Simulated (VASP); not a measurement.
## HfZn2: relaxation of cell and atoms with LDA

The system is HfZn2.

```xyz
6
Lattice="0.0000 3.6600 3.6600 3.6600 0.0000 3.6600 3.6600 3.6600 0.0000" Properties=species:S:1:pos:R:3 pbc="T T T"
Hf    0.0000    0.0000    0.0000
Hf    1.8300    1.8300    1.8300
Zn    4.5750    4.5750    4.5750
Zn    4.5750    2.7450    2.7450
Zn    2.7450    2.7450    4.5750
Zn    2.7450    4.5750    2.7450
```

| Item | Value |
| --- | --- |
| Program | VASP 6.6.1 |
| Task | relaxation of cell and atoms |
| Functional | LDA |
| Potentials or basis | VASP PAW LDA potentials, release 64 (Hf_pv, Zn) |
| Cutoff | 600 eV |
| k mesh | 5 × 5 × 5 |
| Occupations | gaussian, width 0.1 eV |
| Spin | no spin polarisation |
| Dipole correction | no |
| Further INCAR settings | ALGO = Normal; EDIFF = 1e-06; IBRION = 2; EDIFFG = -0.02; NSW = 80; ISIF = 3 |

```yaml
Relaxed_volume: 15.24 Å³/atom
Relaxed_cell: a = 5.057 Å, b = 5.057 Å, c = 5.057 Å, α = 60.00°, β = 60.00°, γ = 60.00°
Space_group_after_relaxing_to_0.05_Å: Fd-3m (No. 227)
Energy_gained_by_relaxing: 30.2 meV/atom
Ionic_steps: 3
Pressure_after_relaxing: 0.0 GPa
Band_gap_on_the_k_mesh: zero (band 34 reaches 4.57 eV, above the bottom of band 35 at 3.23 eV)
```

Step by step:
| step | energy change (eV) | largest force (eV/Å) | pressure (GPa) | volume (Å³) |
| --- | --- | --- | --- | --- |
| 1 | 0.0000 | 0.0000 | -8.14 | 98.06 |
| 2 | -0.0704 | 0.0000 | 8.04 | 86.74 |
| 3 | -0.1813 | 0.0000 | 0.03 | 91.42 |

Final structure:
```cif
data_structure
_symmetry_space_group_name_H-M 'P 1'
_symmetry_Int_Tables_number 1
_cell_length_a 5.0565
_cell_length_b 5.0565
_cell_length_c 5.0565
_cell_angle_alpha 60.000
_cell_angle_beta 60.000
_cell_angle_gamma 60.000
_cell_volume 91.42
loop_
_atom_site_label
_atom_site_type_symbol
_atom_site_fract_x
_atom_site_fract_y
_atom_site_fract_z
_atom_site_occupancy
Hf1 Hf 0.00000 0.00000 0.00000 1
Hf2 Hf 0.25000 0.25000 0.25000 1
Zn1 Zn 0.62500 0.62500 0.62500 1
Zn2 Zn 0.12500 0.62500 0.62500 1
Zn3 Zn 0.62500 0.62500 0.12500 1
Zn4 Zn 0.62500 0.12500 0.62500 1
```

Levels at points of the mesh, in eV from the Fermi level:
```tsv
k point	band 32	band 33	band 34	band 35	band 36	band 37	band 38	band 39
(0.00, 0.00, 0.00)	-1.80	-1.80	-1.03	-1.03	-1.03	2.78	4.26	4.26
```

Wall time 2.2 min on 1 thread of Intel(R) Xeon(R) Platinum 8488C (Sapphire Rapids), with other jobs on the host, peak memory 0.24 GiB.

Caveat: spin-orbit coupling is left out, which moves the levels of the heavy elements. LDA usually gives volumes a few per cent too small.
